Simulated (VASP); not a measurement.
# W (Pm-3n) in VASP: single point with PBEsol

Aim: the single point of W with PBEsol.

Everything below comes from runs of VASP 6.6.1. Logs are shortened: lines on timing, memory, paths and dates and some standing lists are left out, and cuts for length are marked.

## (1) The cell of the first run

The structure is cubic, space group Pm-3n (No. 223). Conventional cell: a = 5.032 Å, b = 5.032 Å, c = 5.032 Å, α = 90.00°, β = 90.00°, γ = 90.00°. W (site symmetry m-3) has 12 W at 2.81 Å within 3.7 Å. Within 3.3 Å of W (site symmetry -4m2) lie 14 W at 2.52 to 3.08 Å.

## (2) Single point, PBEsol

Input file INCAR:

```
SYSTEM = W
PREC = Accurate ; ENCUT = 520
EDIFF = 1E-7 ; ISMEAR = 0
SIGMA = 0.1 ; LREAL = .False.
LASPH = .True. ; NELM = 100
ALGO = Fast ; ISIF = 2
LWAVE = .False. ; LCHARG = .False.
GGA = PS ; NBANDS = 66
```

Input file KPOINTS:

```
Automatic mesh
0
Gamma
  8 8 8
  0 0 0
```

Input file POSCAR:

```
W
1.0
    5.0320884294      0.0000000000      0.0000000000
    0.0000000000      5.0320884294      0.0000000000
    0.0000000000      0.0000000000      5.0320884294
W
8
Direct
    0.0000000000      0.0000000000      0.0000000000
    0.5000000000      0.5000000000      0.5000000000
    0.0000000000      0.5000000000      0.2500000000
    0.0000000000      0.5000000000      0.7500000000
    0.2500000000      0.0000000000      0.5000000000
    0.7500000000      0.0000000000      0.5000000000
    0.5000000000      0.7500000000      0.0000000000
    0.5000000000      0.2500000000      0.0000000000
```

Potentials or basis: VASP PAW PBE potentials, release 64 (W_sv).

Command:

```sh
cat potpaw_PBE.64/W_sv/POTCAR > POTCAR
mpirun -np 1 vasp_std > vasp.out
```

OUTCAR:

```text
SYSTEM = W
   PREC = Accurate
   ENCUT = 520
   EDIFF = 1E-7
   ISMEAR = 0
   LREAL = .False.
   LASPH = .True.
   NELM = 100
   ISIF = 2
   GGA = PS

 ion  position               nearest neighbor table
   1  0.000  0.000  0.000-   3 2.81   4 2.81   5 2.81   6 2.81   7 2.81   8 2.81   5 2.81   6 2.81
                             3 2.81   4 2.81   7 2.81   8 2.81
   2  0.500  0.500  0.500-   3 2.81   4 2.81   5 2.81   6 2.81   7 2.81   8 2.81   7 2.81   8 2.81
                             5 2.81   6 2.81   3 2.81   4 2.81
   3  0.000  0.500  0.250-   4 2.52   4 2.52   1 2.81   2 2.81   1 2.81   2 2.81   8 3.08   5 3.08
                             6 3.08   5 3.08   6 3.08   7 3.08   7 3.08   8 3.08
   4  0.000  0.500  0.750-   3 2.52   3 2.52   1 2.81   2 2.81   1 2.81   2 2.81   8 3.08   5 3.08
                             6 3.08   5 3.08   6 3.08   7 3.08   7 3.08   8 3.08
   5  0.250  0.000  0.500-   6 2.52   6 2.52   1 2.81   1 2.81   2 2.81   2 2.81   8 3.08   4 3.08
                             7 3.08   8 3.08   3 3.08   3 3.08   4 3.08   7 3.08
   6  0.750  0.000  0.500-   5 2.52   5 2.52   1 2.81   1 2.81   2 2.81   2 2.81   8 3.08   4 3.08
                             7 3.08   8 3.08   3 3.08   3 3.08   4 3.08   7 3.08
   7  0.500  0.750  0.000-   8 2.52   8 2.52   1 2.81   2 2.81   2 2.81   1 2.81   3 3.08   4 3.08
                             5 3.08   6 3.08   5 3.08   6 3.08   3 3.08   4 3.08
   8  0.500  0.250  0.000-   7 2.52   7 2.52   1 2.81   2 2.81   2 2.81   1 2.81   3 3.08   4 3.08
                             5 3.08   6 3.08   5 3.08   6 3.08   3 3.08   4 3.08

  LATTYP: Found a simple cubic cell.
 ALAT       =     5.0320884294

  Lattice vectors:

 A1 = (   5.0320884294,   0.0000000000,   0.0000000000)
 A2 = (   0.0000000000,   5.0320884294,   0.0000000000)
 A3 = (   0.0000000000,   0.0000000000,   5.0320884294)

Analysis of symmetry for initial positions (statically):
=====================================================================
 Subroutine PRICEL returns:
 Original cell was already a primitive cell.

 Routine SETGRP: Setting up the symmetry group for a
 simple cubic supercell.

 Subroutine GETGRP returns: Found 48 space group operations
 (whereof 24 operations were pure point group operations)
 out of a pool of 48 trial point group operations.

The static configuration has the point symmetry T_h .
 The point group associated with its full space group is O_h .

Analysis of symmetry for dynamics (positions and initial velocities):
=====================================================================
 Subroutine PRICEL returns:
 Original cell was already a primitive cell.

 Routine SETGRP: Setting up the symmetry group for a
 simple cubic supercell.

 Subroutine GETGRP returns: Found 48 space group operations
 (whereof 24 operations were pure point group operations)
 out of a pool of 48 trial point group operations.

The dynamic configuration has the point symmetry T_h .
 The point group associated with its full space group is O_h .

 Subroutine INISYM returns: Found 48 space group operations
 (whereof 24 operations are pure point group operations),
 and found     1 'primitive' translations

----------------------------------------------------------------------------------------

                                     Primitive cell

  volume of cell :     127.4221

  direct lattice vectors                    reciprocal lattice vectors
     5.032088429  0.000000000  0.000000000     0.198724648  0.000000000  0.000000000
     0.000000000  5.032088429  0.000000000     0.000000000  0.198724648  0.000000000
     0.000000000  0.000000000  5.032088429     0.000000000  0.000000000  0.198724648

  length of vectors
     5.032088429  5.032088429  5.032088429     0.198724648  0.198724648  0.198724648

  position of ions in fractional coordinates (direct lattice)
     0.000000000  0.000000000  0.000000000
     0.500000000  0.500000000  0.500000000
     0.000000000  0.500000000  0.250000000
     0.000000000  0.500000000  0.750000000
     0.250000000  0.000000000  0.500000000
     0.750000000  0.000000000  0.500000000
     0.500000000  0.750000000  0.000000000
     0.500000000  0.250000000  0.000000000

  ion indices of the primitive-cell ions
   primitive index   ion index
                 1           1
                 2           2
                 3           3
                 4           4
                 5           5
                 6           6
                 7           7
                 8           8

----------------------------------------------------------------------------------------

 KPOINTS: Automatic mesh

Automatic generation of k-mesh.
 Grid dimensions read from file:
 generate k-points for:    8    8    8

 Generating k-lattice:

  Cartesian coordinates                     Fractional coordinates (reciprocal lattice)
     0.024840581  0.000000000  0.000000000     0.125000000  0.000000000  0.000000000
     0.000000000  0.024840581  0.000000000     0.000000000  0.125000000  0.000000000
     0.000000000  0.000000000  0.024840581     0.000000000  0.000000000  0.125000000

  Length of vectors
     0.024840581  0.024840581  0.024840581

  Shift w.r.t. Gamma in fractional coordinates (k-lattice)
     0.000000000  0.000000000  0.000000000

 Subroutine IBZKPT returns following result:
 ===========================================

 Found     35 irreducible k-points:

 Following reciprocal coordinates:
            Coordinates               Weight
  0.000000  0.000000  0.000000      1.000000
  0.125000  0.000000  0.000000      6.000000
  0.250000  0.000000  0.000000      6.000000
  0.375000  0.000000  0.000000      6.000000
  0.500000  0.000000  0.000000      3.000000
  0.125000  0.125000  0.000000     12.000000
[... 16 lines left out ...]
  0.375000  0.375000  0.125000     24.000000
  0.500000  0.375000  0.125000     24.000000
 [... further k-points ...]
   k-points           NKPTS =     35   k-points in BZ     NKDIM =     35   number of bands    NBANDS=     66
   number of dos      NEDOS =    301   number of ions     NIONS =      8
   total plane-waves  NPLWV =  64000
   dimension x,y,z NGX =    40 NGY =   40 NGZ =   40
   dimension x,y,z NGXF=    80 NGYF=   80 NGZF=   80
   ions per type =               8
   NGX,Y,Z   is equivalent  to a cutoff of  13.21, 13.21, 13.21 a.u.
   NGXF,Y,Z  is equivalent  to a cutoff of  26.43, 26.43, 26.43 a.u.
 SYSTEM =  W
   PREC   = accura    normal or accurate (medium, high low for compatibility)
   ISTART =      0    job   : 0-new  1-cont  2-samecut
   ICHARG =      2    charge: 1-file 2-atom 10-const
   ISPIN  =      1    spin polarized calculation?
   LNONCOLLINEAR =      F non collinear calculations
   LSORBIT =      F    spin-orbit coupling
   LASPH  =      T    aspherical Exc in radial PAW
   ENCUT  =  520.0 eV  38.22 Ry    6.18 a.u.   9.36  9.36  9.36*2*pi/ulx,y,z
   NELM   =    100;   NELMIN=  2; NELMDL= -5     # of ELM steps
   EDIFF  = 0.1E-06   stopping-criterion for ELM
   LREAL  =      F    real-space projection
   EDIFFG = 0.1E-05   stopping-criterion for IOM
   NSW    =      0    number of steps for IOM
   IBRION =     -1    ionic relax: 0-MD 1-quasi-New 2-CG
   NFREE  =      0    steps in history (QN), initial steepest desc. (CG)
   ISIF   =      2    stress and relaxation
   ISYM   =      2    0-nonsym 1-usesym 2-fastsym
   POTIM  = 0.5000    time-step for ionic-motion
   TEBEG  =    0.0;   TEEND  =   0.0 temperature during run
   PSTRESS=    0.0 pullay stress
   NELECT =     112.0000    total number of electrons
   NUPDOWN=      -1.0000    fix difference up-down
   EMIN   =  10.00;   EMAX   =-10.00  energy-range for DOS
   EFERMI =   0.00;   METHOD = LEGACY
   ISMEAR =     0;   SIGMA  =   0.10  broadening in eV -4-tet -1-fermi 0-gaus
   EFERMI_NEDOS =   21; number of points for ismear=-14 and -15
   IALGO  =     68    algorithm
   IMIX   =      4    mixing-type and parameters
     AMIX     =   0.40;   BMIX     =  1.00
     AMIX_MAG =   1.60;   BMIX_MAG =  1.00
  volume/ion in A,a.u.               =      15.93       107.49
  Fermi-wavevector in a.u.,A,eV,Ry     =   1.568192  2.963453 33.459804  2.459226
  Thomas-Fermi vector in A             =   2.670260
   LORBIT       =      0    0 simple, 1 ext, 2 COOP (PROOUT), +10 PAW based schemes
   GGA     = PS    functional components
   LHFCALC =     F    Hartree Fock is set to
   AEXX    =    0.0000 exact exchange contribution
   IVDW    =     0    specifies the selected vdW correction
   LEPSILON=     F    determine dielectric tensor
   LRPA    =     F    only Hartree local field effects (RPA)
 non-spin polarized calculation
 RMM-DIIS sequential band-by-band and
 Gauss-broadening in eV      SIGMA  =   0.10
  energy-cutoff  :      520.00
  volume of cell :      127.42
 maximum number of plane-waves:      3468
 NGX is ok and might be reduce to    40
   NGX = 19   NGY = 19   NGZ = 19

 number of electron     111.9999961 magnetization

 Free energy of the ion-electron system (eV)
  ---------------------------------------------------
  ext. energy  EPLUGINS =         0.00000000
  ---------------------------------------------------
  free energy    TOTEN  =      -109.68423536 eV

  energy without entropy =     -109.67418763  energy(sigma->0) =     -109.67921150

 E-fermi :  10.9778     XC(G=0): -13.7192

 val. band max:       10.9209546360   @ k =   0.3750   0.3750   0.1250
 cond. band min:      10.9928530053   @ k =   0.1250   0.1250   0.0000
 fundamental gap:      0.0718983693
 Fermi energy:        10.9778107882

 k-point     1 :       0.0000    0.0000    0.0000
  band No.  band energies     occupation
      1     -63.0023      2.00000
      2     -62.9517      2.00000
      3     -62.9517      2.00000
      4     -62.8013      2.00000
      5     -62.8013      2.00000
      6     -62.8013      2.00000
[... 58 lines left out ...]
     65      12.8347      0.00000
     66      13.9902      0.00000

 k-point     2 :       0.1250    0.0000    0.0000
  band No.  band energies     occupation
      1     -62.9988      2.00000
      2     -62.9528      2.00000
      3     -62.9475      2.00000
      4     -62.8077      2.00000
      5     -62.8012      2.00000
      6     -62.8012      2.00000
[... 1576 lines left out ...]
     65      13.4778      0.00000
     66      13.8517      0.00000

 [... further k-points ...]

------------------------ aborting loop because EDIFF is reached ----------------------------------------

  FORCE on cell =-STRESS in cart. coord.  units (eV):
  Direction    XX          YY          ZZ          XY          YZ          ZX
  --------------------------------------------------------------------------------------
  -------------------------------------------------------------------------------------
  Total        0.5898589      0.5898589      0.5898589     -0.0000000     -0.0000000      0.0000000
  in kB        7.4167546      7.4167546      7.4167546     -0.0000000     -0.0000000      0.0000000
  external PRESSURE =       7.4167546 kB  Pullay stress =       0.0000000 kB

 VOLUME and BASIS-vectors are now :
 -----------------------------------------------------------------------------
  energy-cutoff  :      520.00
  volume of cell :      127.42
      direct lattice vectors                 reciprocal lattice vectors
     5.032088429  0.000000000  0.000000000     0.198724648  0.000000000  0.000000000
     0.000000000  5.032088429  0.000000000     0.000000000  0.198724648  0.000000000
     0.000000000  0.000000000  5.032088429     0.000000000  0.000000000  0.198724648

 POSITION                                       TOTAL-FORCE (eV/Angst)
 -----------------------------------------------------------------------------------
      0.00000      0.00000      0.00000         0.000000      0.000000      0.000000
      2.51604      2.51604      2.51604         0.000000      0.000000      0.000000
      0.00000      2.51604      1.25802        -0.000000     -0.000000      0.000000
      0.00000      2.51604      3.77407         0.000000     -0.000000     -0.000000
      1.25802      0.00000      2.51604        -0.000000      0.000000      0.000000
      3.77407      0.00000      2.51604         0.000000     -0.000000     -0.000000
      2.51604      3.77407      0.00000         0.000000     -0.000000      0.000000
      2.51604      1.25802      0.00000        -0.000000      0.000000     -0.000000
 -----------------------------------------------------------------------------------
    total drift:                               -0.000000     -0.000000      0.000000

  FREE ENERGIE OF THE ION-ELECTRON SYSTEM (eV)
  ---------------------------------------------------
  free  energy   TOTEN  =      -109.6842353577 eV

  energy  without entropy=     -109.6741876339  energy(sigma->0) =     -109.67921150
```

Run time: 5.9 min. Hardware: 1 thread of Intel Xeon Platinum 8259CL at 2.50GHz (Skylake/Cascade Lake), shared host; peak memory 0.36 GiB.

Results:

```yaml
Free_energy: -109.6842 eV
Pressure: 0.7 GPa
Band_gap_on_the_k_mesh: zero (bands 56 and 57 overlap by 0.93 eV)
```

Caveat: the PAW data sets were made with another functional, which shifts forces and pressure a little; spin-orbit coupling is left out, which moves the levels of the heavy elements.
